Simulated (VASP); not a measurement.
Runs of VASP 6.6.1 on Ti. The structure is that of space group Fm-3m (No. 225), or close to it. The cells are those of the table. 

```csv
cell,gap on the mesh (eV),pressure (GPa)
"a = 2.699, b = 2.699, c = 2.756 Å, angles 59.3, 59.3, 61.4°, 1 atom",none,(a)
"a = 2.814, b = 2.814, c = 2.756 Å, angles 60.7, 60.7, 58.6°, 1 atom",none,9.9
"a = 2.641 Å, angles 60.0°, 1 atom",none,(c)
"a = 3.044, b = 3.044, c = 3.101 Å, angles 59.4, 59.4, 61.2°, 1 atom",none,-15.8
"a = 2.988, b = 2.988, c = 2.871 Å, angles 61.3, 61.3, 57.4°, 1 atom",none,(b)
"a = 2.986 Å, angles 60.0°, 1 atom",none,-11.3
"a = 3.044, b = 3.044, c = 2.986 Å, angles 60.6, 60.6, 58.7°, 1 atom",none,-13.7
"a = 2.929, b = 2.929, c = 2.986 Å, angles 59.4, 59.4, 61.3°, 1 atom",none,-8.2
"a = 2.756 Å, angles 60.0°, 1 atom",none,16.2
"a = 2.758, b = 2.758, c = 2.641 Å, angles 61.4, 61.4, 57.2°, 1 atom",none,23.8
"a = 3.101 Å, angles 60.0°, 1 atom",none,-17.7
"a = 2.873, b = 2.873, c = 2.756 Å, angles 61.3, 61.3, 57.3°, 1 atom",none,4.4
```

Alike in all rows: task single point; level PBEsol; potentials or basis VASP PAW PBE potentials, release 64 (Ti_sv); no spin polarisation; k mesh 20 × 20 × 20; cutoff (eV) 520; smearing gaussian 0.15 eV.

**Question.** Estimate the missing entries.

**Answer.** (a) 23.7; (b) -8.1; (c) 41.5.

Caveats: the PAW data sets were made with another functional, which shifts forces and pressure a little.

A gap of «none» marks levels without a gap at the run's occupations.
